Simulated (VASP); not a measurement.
Runs of VASP 6.6.1 on Zr4Al. The structure is that of space group Pm-3m (No. 221), or close to it. The cells are those of the table. The cell was generated, and may not be a known phase.

```csv
task,cell,k mesh,gap on the mesh (eV),pressure (GPa),relaxed volume (Å³/atom)
single point,"a = 5.080 Å, 5 atoms",8 × 8 × 8,none,0.1,-
relaxation of cell and atoms,"relaxed from a = 5.101 Å, 5 atoms",8 × 8 × 8,none,0.0,(b)
single point,"a = 4.661 Å, 5 atoms",4 × 4 × 4,none,26.9,-
single point,"a = 5.101 Å, 5 atoms",4 × 4 × 4,none,0.3,-
relaxation of cell and atoms,"relaxed from a = 4.661 Å, 5 atoms",4 × 4 × 4,none,-0.1,(a)
```

Alike in all rows: level PBE; potentials or basis VASP PAW PBE potentials, release 64 (Zr_sv, Al); no spin polarisation; cutoff (eV) 500; smearing gaussian 0.1 eV.

**Question.** Fill in the values left out.

**Answer.** (a) 26.66; (b) 26.28.

Caveats: the cell stands under pressure (at least some runs); the volume moved by over 15 % at a fixed basis, so the end points are rough (at least some runs).

A k mesh can miss the band edges, and the runs leave out spin-orbit coupling on Zr.

A gap of «none» marks levels without a gap at the run's occupations.
